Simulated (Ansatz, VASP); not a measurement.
## Ru8N in VASP and in Ansatz

```
Ru N
1.0
     5.39519    0.00000    0.00000
    -2.69759    4.67237    0.00000
     0.00000    0.00000   25.03831
Ru N
16 2
Direct
  0.33333 0.16667 0.15976
  0.33333 0.66667 0.15976
  0.83333 0.16667 0.15976
  0.83333 0.66667 0.15976
  0.16667 0.33333 0.24494
  0.16667 0.83333 0.24494
  0.66667 0.33333 0.24494
  0.66667 0.83333 0.24494
  0.33333 0.16667 0.32997
  0.33333 0.66667 0.32997
  0.83333 0.16667 0.32997
  0.83333 0.66667 0.32997
  0.16667 0.33333 0.41290
  0.16667 0.83333 0.41290
  0.66667 0.33333 0.41290
  0.66667 0.83333 0.41290
  0.16667 0.50000 0.53272
  0.16667 0.50000 0.57665
```

Alike in both runs: task single point; functional PBE; dispersion D3(BJ); k mesh 6 × 6 × 1; occupations gaussian, width 0.1 eV; no spin polarisation.

|  | VASP | Ansatz |
| --- | --- | --- |
| version | VASP 6.6.1 | Ansatz 0.2.0 |
| potentials or method | VASP PAW PBE potentials, release 64 (Ru_pv, N), cutoff 520 eV | scalar-relativistic, plane waves, PAW |
| valence electrons in the cell | 234 | 266 |

Ansatz gave:

```
gap on the k mesh at the Fermi level (eV) : none
rms of the force components (eV/Å)        : 0.223
```

Question: What did VASP give for the same quantities?

Answer: gap on the k mesh at the Fermi level (eV): none; rms of the force components (eV/Å): 0.477.

Atom by atom the forces differ by 0.344 eV/Å (rms over components). A gap of «none» marks a metal or a gap that the smearing closes. One of these differences is far larger than is usual between the two programs; its cause wasn't traced. VASP's potentials hold 234 valence electrons a cell and Ansatz's 266, so a difference there can come from the potentials and not from the codes.

Noted on VASP's run: the standard files for N, O and F lose accuracy on very short bonds.
